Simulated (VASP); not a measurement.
# Sn2GeP2 (P-3m1) in VASP: a series of runs

Sn2GeP2 is run at these levels: PBE; tasks: relaxation of cell and atoms.

All numbers are computed with VASP 6.6.1; they aren't measurements. Logs are shortened: lines on timing, memory, paths and dates and some standing lists are left out, and cuts for length are marked.

### Step 1. The cell of the first run

Symmetry: P-3m1, No. 164, trigonal system. Conventional cell: a = 4.495 Å, b = 4.495 Å, c = 7.593 Å, α = 90.00°, β = 90.00°, γ = 120.00°. Sn (site symmetry 3m) has 4 P at 2.74 to 2.85 Å and 3 Sn at 3.26 Å within 3.6 Å. Within 4.3 Å of Ge (site symmetry -3m) lie 6 P at 3.23 Å and 6 Sn at 3.83 Å. Within 3.6 Å of P (site symmetry 3m) lie 4 Sn at 2.74 to 2.85 Å and 3 Ge at 3.23 Å.

The cell was built from a structure type or drawn by symmetry, and may not be a known phase.

### Step 2. Relaxation of cell and atoms, PBE

INCAR

```
SYSTEM = Sn2GeP2
ALGO = Normal
EDIFF = 1E-6
EDIFFG = -0.04
ENCUT = 600
GGA = PE
IBRION = 2
ISIF = 3
ISMEAR = 0
LASPH = .True.
LCHARG = .False.
LREAL = .False.
LWAVE = .False.
NELM = 80
NSW = 90
PREC = Accurate
SIGMA = 0.1
```

KPOINTS

```
k-points
0
Gamma
  6 6 2
  0 0 0
```

POSCAR

```
Sn2GeP2
1.0
    4.4948987200      0.0000000000      0.0000000000
   -2.2474493600      3.8926964800      0.0000000000
    0.0000000000      0.0000000000      7.5926852500
Sn Ge P
2 1 2
Direct
    0.6666666700      0.3333333300      0.3703289900
    0.3333333300      0.6666666700      0.6296710100
    0.0000000000      0.0000000000      0.0000000000
    0.6666666700      0.3333333300      0.7460269900
    0.3333333300      0.6666666700      0.2539730100
```

Potentials or basis: VASP PAW PBE potentials, release 64 (Sn_d, Ge_d, P).

Launch:

```bash
cat potpaw_PBE.64/Sn_d/POTCAR potpaw_PBE.64/Ge_d/POTCAR potpaw_PBE.64/P/POTCAR > POTCAR
mpirun -np 1 vasp_std > vasp.out
```

OUTCAR:

```text
SYSTEM = Sn2GeP2
   EDIFF = 1E-6
   EDIFFG = -0.04
   ENCUT = 600
   GGA = PE
   IBRION = 2
   ISIF = 3
   ISMEAR = 0
   LASPH = .True.
   LREAL = .False.
   NELM = 80
   NSW = 90
   PREC = Accurate

 ion  position               nearest neighbor table
   1  0.667  0.333  0.370-   5 2.74   5 2.74   5 2.74   4 2.85   2 3.26   2 3.26   2 3.26
   2  0.333  0.667  0.630-   4 2.74   4 2.74   4 2.74   5 2.85   1 3.26   1 3.26   1 3.26
   3  0.000  0.000  0.000-
   4  0.667  0.333  0.746-   2 2.74   2 2.74   2 2.74   1 2.85
   5  0.333  0.667  0.254-   1 2.74   1 2.74   1 2.74   2 2.85

  LATTYP: Found a hexagonal cell.
 ALAT       =     4.4948987200
 C/A-ratio  =     1.6891782714

  Lattice vectors:

 A1 = (   4.4948987200,   0.0000000000,   0.0000000000)
 A2 = (  -2.2474493600,   3.8926964800,   0.0000000000)
 A3 = (   0.0000000000,   0.0000000000,   7.5926852500)

Analysis of symmetry for initial positions (statically):
=====================================================================
 Subroutine PRICEL returns:
 Original cell was already a primitive cell.

 Routine SETGRP: Setting up the symmetry group for a
 hexagonal supercell.

 Subroutine GETGRP returns: Found 12 space group operations
 (whereof 12 operations were pure point group operations)
 out of a pool of 24 trial point group operations.

The static configuration has the point symmetry D_3d.

Analysis of symmetry for dynamics (positions and initial velocities):
=====================================================================
 Subroutine PRICEL returns:
 Original cell was already a primitive cell.

 Routine SETGRP: Setting up the symmetry group for a
 hexagonal supercell.

 Subroutine GETGRP returns: Found 12 space group operations
 (whereof 12 operations were pure point group operations)
 out of a pool of 24 trial point group operations.

The dynamic configuration has the point symmetry D_3d.

 Subroutine INISYM returns: Found 12 space group operations
 (whereof 12 operations are pure point group operations),
 and found     1 'primitive' translations

----------------------------------------------------------------------------------------

                                     Primitive cell

  volume of cell :     132.8513

  direct lattice vectors                    reciprocal lattice vectors
     4.494898720  0.000000000  0.000000000     0.222474423  0.128445668  0.000000000
    -2.247449360  3.892696480  0.000000000     0.000000000  0.256891336  0.000000000
     0.000000000  0.000000000  7.592685250     0.000000000  0.000000000  0.131705710

  length of vectors
     4.494898720  4.494898721  7.592685250     0.256891336  0.256891336  0.131705710

  position of ions in fractional coordinates (direct lattice)
     0.666666670  0.333333330  0.370328990
     0.333333330  0.666666670  0.629671010
     0.000000000  0.000000000  0.000000000
     0.666666670  0.333333330  0.746026990
     0.333333330  0.666666670  0.253973010

  ion indices of the primitive-cell ions
   primitive index   ion index
                 1           1
                 2           2
                 3           3
                 4           4
                 5           5

----------------------------------------------------------------------------------------

 KPOINTS: k-points

Automatic generation of k-mesh.
 Grid dimensions read from file:
 generate k-points for:    6    6    2

 Generating k-lattice:

  Cartesian coordinates                     Fractional coordinates (reciprocal lattice)
     0.037079071  0.021407611  0.000000000     0.166666667  0.000000000  0.000000000
     0.000000000  0.042815223  0.000000000     0.000000000  0.166666667  0.000000000
     0.000000000  0.000000000  0.065852855     0.000000000  0.000000000  0.500000000

  Length of vectors
     0.042815223  0.042815223  0.065852855

  Shift w.r.t. Gamma in fractional coordinates (k-lattice)
     0.000000000  0.000000000  0.000000000

 Subroutine IBZKPT returns following result:
 ===========================================

 Found     14 irreducible k-points:

 Following reciprocal coordinates:
            Coordinates               Weight
  0.000000  0.000000  0.000000      1.000000
  0.166667  0.000000  0.000000      6.000000
  0.333333  0.000000  0.000000      6.000000
  0.500000  0.000000  0.000000      3.000000
  0.166667  0.166667  0.000000      6.000000
  0.333333  0.166667  0.000000     12.000000
  0.333333  0.333333  0.000000      2.000000
  0.000000  0.000000  0.500000      1.000000
  0.166667  0.000000  0.500000      6.000000
  0.333333  0.000000  0.500000      6.000000
  0.500000  0.000000  0.500000      3.000000
  0.166667  0.166667  0.500000      6.000000
  0.333333  0.166667  0.500000     12.000000
  0.333333  0.333333  0.500000      2.000000
   k-points           NKPTS =     14   k-points in BZ     NKDIM =     14   number of bands    NBANDS=     31
   number of dos      NEDOS =    301   number of ions     NIONS =      5
   total plane-waves  NPLWV =  82944
   dimension x,y,z NGX =    36 NGY =   36 NGZ =   64
   dimension x,y,z NGXF=    72 NGYF=   72 NGZF=  128
   ions per type =               2   1   2
   NGX,Y,Z   is equivalent  to a cutoff of  13.31, 13.31, 14.01 a.u.
   NGXF,Y,Z  is equivalent  to a cutoff of  26.63, 26.63, 28.03 a.u.
 SYSTEM =  Sn2GeP2
   PREC   = accura    normal or accurate (medium, high low for compatibility)
   ISTART =      0    job   : 0-new  1-cont  2-samecut
   ICHARG =      2    charge: 1-file 2-atom 10-const
   ISPIN  =      1    spin polarized calculation?
   LNONCOLLINEAR =      F non collinear calculations
   LSORBIT =      F    spin-orbit coupling
   LASPH  =      T    aspherical Exc in radial PAW
   ENCUT  =  600.0 eV  44.10 Ry    6.64 a.u.   8.98  8.98 15.16*2*pi/ulx,y,z
   NELM   =     80;   NELMIN=  2; NELMDL= -5     # of ELM steps
   EDIFF  = 0.1E-05   stopping-criterion for ELM
   LREAL  =      F    real-space projection
   EDIFFG = -.4E-01   stopping-criterion for IOM
   NSW    =     90    number of steps for IOM
   IBRION =      2    ionic relax: 0-MD 1-quasi-New 2-CG
   NFREE  =      1    steps in history (QN), initial steepest desc. (CG)
   ISIF   =      3    stress and relaxation
   ISYM   =      2    0-nonsym 1-usesym 2-fastsym
   POTIM  = 0.5000    time-step for ionic-motion
   TEBEG  =    0.0;   TEEND  =   0.0 temperature during run
   PSTRESS=    0.0 pullay stress
   NELECT =      52.0000    total number of electrons
   NUPDOWN=      -1.0000    fix difference up-down
   EMIN   =  10.00;   EMAX   =-10.00  energy-range for DOS
   EFERMI =   0.00;   METHOD = LEGACY
   ISMEAR =     0;   SIGMA  =   0.10  broadening in eV -4-tet -1-fermi 0-gaus
   EFERMI_NEDOS =   21; number of points for ismear=-14 and -15
   IALGO  =     38    algorithm
   IMIX   =      4    mixing-type and parameters
     AMIX     =   0.40;   BMIX     =  1.00
     AMIX_MAG =   1.60;   BMIX_MAG =  1.00
  volume/ion in A,a.u.               =      26.57       179.30
  Fermi-wavevector in a.u.,A,eV,Ry     =   1.197533  2.263008 19.511900  1.434084
  Thomas-Fermi vector in A             =   2.333445
   LORBIT       =      0    0 simple, 1 ext, 2 COOP (PROOUT), +10 PAW based schemes
   GGA     = PE    functional components
   LHFCALC =     F    Hartree Fock is set to
   AEXX    =    0.0000 exact exchange contribution
   IVDW    =     0    specifies the selected vdW correction
   LEPSILON=     F    determine dielectric tensor
   LRPA    =     F    only Hartree local field effects (RPA)
 conjugate gradient relaxation of ions
 non-spin polarized calculation
 Gauss-broadening in eV      SIGMA  =   0.10
  energy-cutoff  :      600.00
  volume of cell :      132.85
 maximum number of plane-waves:      4476
 NGX is ok and might be reduce to    36
   NGX = 17   NGY = 17   NGZ = 31

--------------------------------------- Ionic step        1  -------------------------------------------

 number of electron      52.0000003 magnetization

 Free energy of the ion-electron system (eV)
  ---------------------------------------------------
  ext. energy  EPLUGINS =         0.00000000
  ---------------------------------------------------
  free energy    TOTEN  =       -20.76056050 eV

  energy without entropy =      -20.73700169  energy(sigma->0) =      -20.74878110

------------------------ aborting loop because EDIFF is reached ----------------------------------------

  FORCE on cell =-STRESS in cart. coord.  units (eV):
  Direction    XX          YY          ZZ          XY          YZ          ZX
  --------------------------------------------------------------------------------------
  -------------------------------------------------------------------------------------
  Total        0.3203814      0.3203814     -1.6712318      0.0000000      0.0000000      0.0000000
  in kB        3.8637764      3.8637764    -20.1549363      0.0000000      0.0000000      0.0000000
  external PRESSURE =      -4.1424612 kB  Pullay stress =       0.0000000 kB
[... 98 lines left out ...]
  FREE ENERGIE OF THE ION-ELECTRON SYSTEM (eV)
  ---------------------------------------------------
  free  energy   TOTEN  =       -21.2370294275 eV

  energy  without entropy=      -21.2088686103  energy(sigma->0) =      -21.22294902

 E-fermi :   6.6374     XC(G=0):  -9.9976

 val. band max:        6.5753989028   @ k =   0.3333   0.3333   0.0000
 cond. band min:       6.6736184520   @ k =   0.3333   0.1667   0.0000
 fundamental gap:      0.0982195492
 Fermi energy:         6.6374152392

 k-point     1 :       0.0000    0.0000    0.0000
  band No.  band energies     occupation
      1     -18.3175      2.00000
      2     -18.3101      2.00000
      3     -18.3101      2.00000
      4     -18.2811      2.00000
      5     -18.2811      2.00000
      6     -14.9766      2.00000
[... 465 lines left out ...]
     30       8.4234      0.00000
     31       8.4234      0.00000

[... ionic steps 4 to 12 ...]

--------------------------------------- Ionic step       13  -------------------------------------------

 number of electron      52.0000007 magnetization

------------------------ aborting loop because EDIFF is reached ----------------------------------------

  FORCE on cell =-STRESS in cart. coord.  units (eV):
  Direction    XX          YY          ZZ          XY          YZ          ZX
  --------------------------------------------------------------------------------------
  -------------------------------------------------------------------------------------
  Total       -0.3568611     -0.3568611     -0.0585529     -0.0000000     -0.0000000      0.0000000
  in kB       -4.8282937     -4.8282937     -0.7922151     -0.0000000     -0.0000000      0.0000000
  external PRESSURE =      -3.4829342 kB  Pullay stress =       0.0000000 kB
[... 63 lines left out ...]
  energy  without entropy=      -21.5168967967  energy(sigma->0) =      -21.52329996

--------------------------------------- Ionic step       15  -------------------------------------------

 number of electron      51.9999998 magnetization

 Free energy of the ion-electron system (eV)
  ---------------------------------------------------
  ext. energy  EPLUGINS =         0.00000000
  ---------------------------------------------------
  free energy    TOTEN  =       -21.53036959 eV

  energy without entropy =      -21.51660022  energy(sigma->0) =      -21.52348491

 E-fermi :   6.7452     XC(G=0): -10.0332

 val. band max:        6.6307015595   @ k =   0.1667   0.1667   0.0000
 cond. band min:       6.7544522483   @ k =   0.3333   0.1667   0.0000
 fundamental gap:      0.1237506888
 Fermi energy:         6.7451736010

 k-point     1 :       0.0000    0.0000    0.0000
  band No.  band energies     occupation
      1     -18.2272      2.00000
      2     -18.2209      2.00000
      3     -18.2209      2.00000
      4     -18.1943      2.00000
      5     -18.1943      2.00000
      6     -14.8995      2.00000
[... 497 lines left out ...]
  FREE ENERGIE OF THE ION-ELECTRON SYSTEM (eV)
  ---------------------------------------------------
  free  energy   TOTEN  =       -21.5303695920 eV

  energy  without entropy=      -21.5166002225  energy(sigma->0) =      -21.52348491

 reached required accuracy - stopping structural energy minimisation
```

It took 6 min on 1 thread of Intel Xeon Platinum 8559C (Emerald Rapids), shared host; peak memory 0.32 GiB.

What came out:

```
Free energy                           : -21.5304 eV
Relaxed volume                        : 23.57 Å³/atom
Relaxed cell                          : a = 4.672 Å, b = 4.672 Å, c = 6.236 Å, α = 90.00°, β = 90.00°, γ = 120.00°
Space group after relaxing (to 0.1 Å) : P-3m1 (No. 164)
Energy gained by relaxing             : 154.0 meV/atom
Ionic steps                           : 15
Pressure after relaxing               : 0.1 GPa
Largest force after relaxing          : 0.036 eV/Å
Band gap on the k mesh                : zero (bands 26 and 27 overlap by 1.54 eV)
```

Forces in eV/Å, atoms in the order of the input:
```
Sn   0.000  0.000  0.036
Sn   0.000  0.000 -0.036
Ge   0.000  0.000  0.000
P    0.000  0.000 -0.012
P    0.000  0.000  0.012
```

Step by step:
| step | energy change (eV) | largest force (eV/Å) | pressure (GPa) | volume (Å³) |
| --- | --- | --- | --- | --- |
| 1 | 0.0000 | 0.8499 | -0.41 | 132.85 |
| 2 | -0.1446 | 0.6837 | -0.62 | 131.52 |
| 3 | -0.4765 | 0.3971 | -0.93 | 127.37 |
| 4 | -0.7315 | 0.1530 | -0.39 | 118.42 |
| 5 | -0.7403 | 0.1819 | 0.99 | 115.49 |
| 6 | -0.7410 | 0.1783 | 0.69 | 116.07 |
| 7 | -0.7490 | 0.2009 | 0.57 | 116.25 |
| 8 | -0.7527 | 0.1872 | 0.40 | 116.49 |
| 9 | -0.7530 | 0.1938 | 0.40 | 116.44 |
| 10 | -0.7594 | 0.1540 | -0.03 | 117.46 |
| 11 | -0.7613 | 0.0964 | -0.79 | 119.37 |
| 12 | -0.7620 | 0.1117 | -0.60 | 118.79 |
| 13 | -0.7668 | 0.0712 | -0.35 | 118.42 |
| 14 | -0.7691 | 0.0468 | 0.27 | 117.56 |
| 15 | -0.7698 | 0.0357 | 0.09 | 117.85 |

Final structure:
```cif
data_structure
_symmetry_space_group_name_H-M 'P 1'
_symmetry_Int_Tables_number 1
_cell_length_a 4.6716
_cell_length_b 4.6716
_cell_length_c 6.2355
_cell_angle_alpha 90.000
_cell_angle_beta 90.000
_cell_angle_gamma 120.000
_cell_volume 117.85
loop_
_atom_site_label
_atom_site_type_symbol
_atom_site_fract_x
_atom_site_fract_y
_atom_site_fract_z
_atom_site_occupancy
Sn1 Sn 0.66667 0.33333 0.31272 1
Sn2 Sn 0.33333 0.66667 0.68728 1
Ge1 Ge 0.00000 0.00000 0.00000 1
P1 P 0.66667 0.33333 0.77978 1
P2 P 0.33333 0.66667 0.22022 1
```

Levels at points of the mesh, in eV from the Fermi level:
| k point | band 22 | band 23 | band 24 | band 25 | band 26 | band 27 | band 28 | band 29 | band 30 | band 31 |
| --- | --- | --- | --- | --- | --- | --- | --- | --- | --- | --- |
| (0.00, 0.00, 0.00) | -3.33 | -2.37 | -2.37 | -1.62 | -1.17 | -0.71 | -0.71 | 1.18 | 1.92 | 1.92 |
| (0.50, 0.00, 0.00) | -4.81 | -3.04 | -2.59 | -1.53 | -0.31 | 0.86 | 2.62 | 2.63 | 3.37 | 4.39 |
| (0.00, 0.00, 0.50) | -2.85 | -2.64 | -2.64 | -2.23 | -1.54 | -1.23 | -1.23 | 1.27 | 1.27 | 1.84 |
| (0.50, 0.00, 0.50) | -3.68 | -2.65 | -1.96 | -1.61 | -0.14 | 0.51 | 1.74 | 2.26 | 2.82 | 3.52 |

Caveat: the k points lie up to 0.50 Å⁻¹ apart in the final cell, too coarse for converged energies and pressures of a metal; a cell axis changed by over 15 % at a fixed basis, so the end point is rough; spin-orbit coupling is left out, which moves the levels of the heavy elements.

### Step 3. Relaxation of cell and atoms, PBE

This run uses another cell than the first one, of 22.99 Å³/atom.

INCAR

```
PREC = Accurate ; ENCUT = 600
EDIFF = 1E-6 ; ISMEAR = 0
SIGMA = 0.1 ; LREAL = F
LASPH = T ; NELM = 60
ALGO = Normal ; ISIF = 3
LWAVE = F ; LCHARG = F
GGA = PE ; IBRION = 2
NSW = 100 ; EDIFFG = -0.01
```

KPOINTS

```
Automatic mesh
0
Gamma
  12 12 4
```

POSCAR

```
Sn2GeP2
1.0
    3.8621367421      0.0000000000      0.0000000000
   -1.9310683710      3.3447085315      0.0000000000
    0.0000000000      0.0000000000      8.8988067114
Sn Ge P
2 1 2
Direct
    0.6666666667      0.3333333333      0.3432935382
    0.3333333333      0.6666666667      0.6567064618
    0.0000000000      0.0000000000      0.0000000000
    0.6666666667      0.3333333333      0.8261285263
    0.3333333333      0.6666666667      0.1738714737
```

Potentials or basis: VASP PAW PBE potentials, release 64 (Sn_d, Ge_d, P).

Launch:

```bash
cat potpaw_PBE.64/Sn_d/POTCAR potpaw_PBE.64/Ge_d/POTCAR potpaw_PBE.64/P/POTCAR > POTCAR
mpirun -np 1 vasp_std > vasp.out
```

Wall time 22 min (1 thread of Intel Xeon Platinum 8559C (Emerald Rapids), shared host); peak memory 0.46 GiB.

The run converged. Its results:

- Free energy: -22.7011 eV
- Relaxed volume: 22.56 Å³/atom
- Relaxed cell: a = 3.857 Å, b = 3.857 Å, c = 8.752 Å, α = 90.00°, β = 90.00°, γ = 120.00°
- Space group after relaxing (to 0.1 Å): P-3m1 (No. 164)
- Energy gained by relaxing: 2.3 meV/atom
- Ionic steps: 19
- Pressure after relaxing: 0.0 GPa
- Largest force after relaxing: 0.007 eV/Å
- Band gap on the k mesh: zero (bands 26 and 27 overlap by 1.92 eV)

Forces in eV/Å, atoms in the order of the input:
```
Sn   0.000  0.000 -0.007
Sn   0.000  0.000  0.007
Ge   0.000  0.000  0.000
P    0.000  0.000  0.002
P    0.000  0.000 -0.002
```

Step by step:
| step | energy change (eV) | largest force (eV/Å) | pressure (GPa) | volume (Å³) |
| --- | --- | --- | --- | --- |
| 1 | 0.0000 | 0.1740 | 0.11 | 114.95 |
| 2 | -0.0045 | 0.0960 | -0.21 | 115.21 |
| 3 | -0.0059 | 0.0266 | -0.54 | 115.45 |
| 4 | -0.0089 | 0.0375 | -0.27 | 114.49 |
| 5 | -0.0097 | 0.0665 | 0.07 | 113.51 |
| 6 | -0.0097 | 0.0648 | 0.05 | 113.62 |
| 7 | -0.0097 | 0.0623 | 0.02 | 113.71 |
| 8 | -0.0097 | 0.0610 | 0.07 | 113.67 |
| 9 | -0.0101 | 0.0449 | 0.03 | 113.56 |
| 10 | -0.0103 | 0.0398 | -0.01 | 113.48 |
| 11 | -0.0105 | 0.0593 | -0.11 | 113.32 |
| 12 | -0.0109 | 0.0505 | -0.03 | 112.98 |
| 13 | -0.0110 | 0.0356 | 0.19 | 112.41 |
| 14 | -0.0110 | 0.0414 | 0.13 | 112.63 |
| 15 | -0.0113 | 0.0325 | 0.04 | 112.66 |
| 16 | -0.0114 | 0.0257 | -0.03 | 112.69 |
| 17 | -0.0116 | 0.0088 | 0.08 | 112.61 |
| 18 | -0.0116 | 0.0063 | 0.09 | 112.59 |
| 19 | -0.0116 | 0.0072 | 0.01 | 112.78 |

Final structure:
```cif
data_structure
_symmetry_space_group_name_H-M 'P 1'
_symmetry_Int_Tables_number 1
_cell_length_a 3.8574
_cell_length_b 3.8574
_cell_length_c 8.7521
_cell_angle_alpha 90.000
_cell_angle_beta 90.000
_cell_angle_gamma 120.000
_cell_volume 112.78
loop_
_atom_site_label
_atom_site_type_symbol
_atom_site_fract_x
_atom_site_fract_y
_atom_site_fract_z
_atom_site_occupancy
Sn1 Sn 0.66667 0.33333 0.34953 1
Sn2 Sn 0.33333 0.66667 0.65047 1
Ge1 Ge 0.00000 0.00000 0.00000 1
P1 P 0.66667 0.33333 0.82790 1
P2 P 0.33333 0.66667 0.17210 1
```

Levels at points of the mesh, in eV from the Fermi level:
```csv
k point,band 24,band 25,band 26,band 27,band 28,band 29
"(0.00, 0.00, 0.00)",-1.18,-0.12,0.45,1.53,1.53,2.20
"(0.50, 0.00, 0.00)",-2.34,-1.95,-0.87,-0.21,0.83,1.14
"(0.00, 0.00, 0.50)",-1.11,-1.11,0.96,1.28,1.28,1.55
"(0.50, 0.00, 0.50)",-3.08,-2.20,-1.04,-0.34,1.82,2.49
```

Caveat: spin-orbit coupling is left out, which moves the levels of the heavy elements.
